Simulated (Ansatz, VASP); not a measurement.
# Two plane-wave programs on AlIn2N3

Contents of INCAR:

```
ALGO     = Normal         # electronic algorithm
EDIFF    = 1E-6           # SCF threshold, eV
ENCUT    = 520            # plane-wave cutoff, eV
GGA      = PE             # functional
ISIF     = 2              # what is computed and relaxed
ISMEAR   = 0              # smearing method
ISPIN    = 2              # spin polarisation
LASPH    = T              # aspherical terms in the spheres
LCHARG   = F              # write CHGCAR
LORBIT   = 11             # projections on sites
LREAL    = F              # projectors in reciprocal space
LWAVE    = F              # write WAVECAR
MAGMOM   = 0 0 0 1 1 1    # initial moments
NBANDS   = 35             # bands
NELM     = 150            # most SCF steps
PREC     = Accurate       # precision mode
SIGMA    = 0.1            # smearing width, eV
```

The input KPOINTS:

```
k-points
0
Gamma
  6 6 4
```

File POSCAR:

```
AlIn2N3
1.0
    5.0805522868      0.0000000000      0.0000000000
   -2.5402761434      4.3998873456      0.0000000000
    0.0000000000      0.0000000000      5.2640419639
Al In N
1 2 3
Direct
    0.0000000000      0.0000000000      0.5000000000
    0.6666666667      0.3333333333      0.5000000000
    0.3333333333      0.6666666667      0.0000000000
    0.2130718454      0.7869281546      0.5000000000
    0.2130718454      0.4261436909      0.5000000000
    0.5738563091      0.7869281546      0.5000000000
```

Input for Ansatz:

```yaml
crystal:
  lattice:
    - [5.0805522868, 0.0, 0.0]
    - [-2.5402761434, 4.3998873456, 0.0]
    - [0.0, 0.0, 5.2640419639]
  atoms:
    - { symbol: Al, position: [0.0, 0.0, 0.5] }
    - { symbol: In, position: [0.6666666667, 0.3333333333, 0.5] }
    - { symbol: In, position: [0.3333333333, 0.6666666667, 0.0] }
    - { symbol: "N", position: [0.2130718454, 0.7869281546, 0.5], spin: 1.0 }
    - { symbol: "N", position: [0.2130718454, 0.4261436909, 0.5], spin: 1.0 }
    - { symbol: "N", position: [0.5738563091, 0.7869281546, 0.5], spin: 1.0 }
basis:
  ecutwfc: 420
kpoints:
  mp_grid: { grid: [6, 6, 4] }
hamiltonian:
  xc: pbe
scf:
  occupations: { method: gaussian, width: 0.1 }
  lower_state_search: "off"
output:
  forces: true
  stress: true
  eigenvalues: true
  populations: true
magnetization:
  spin_polarized: true
```

Alike in both runs: task single point; functional PBE; k mesh 6 × 6 × 4; occupations gaussian, width 0.1 eV; collinear spin.

```csv
,VASP,Ansatz
version,VASP 6.6.1,Ansatz 0.2.0
potentials or method,"VASP PAW PBE potentials, release 64 (Al, In_d, N), cutoff 520 eV","scalar-relativistic, plane waves, PAW"
valence electrons in the cell,44,44
```

|  | VASP | Ansatz | Ansatz less VASP |
| --- | --- | --- | --- |
| gap on the k mesh at the Fermi level (eV) | none | none | - |
| pressure (GPa) | -0.1 | -0.1 | +0.05 |
| traceless stress, the component that is largest in VASP (GPa) | -0.10 | -0.09 | +0.011 |
| rms of the force components (eV/Å) | 0.010 | 0.001 | -0.0094 |
| net moment per atom (μB) | 0.00 | 0.00 | 0.000 |

Atom by atom the forces differ by 0.009 eV/Å (rms over components). A gap of «none» marks a metal or a gap that the smearing closes. With one functional, cell and mesh, what is left measures potentials, basis and numerics. Ansatz's warnings: seeded moment not kept.
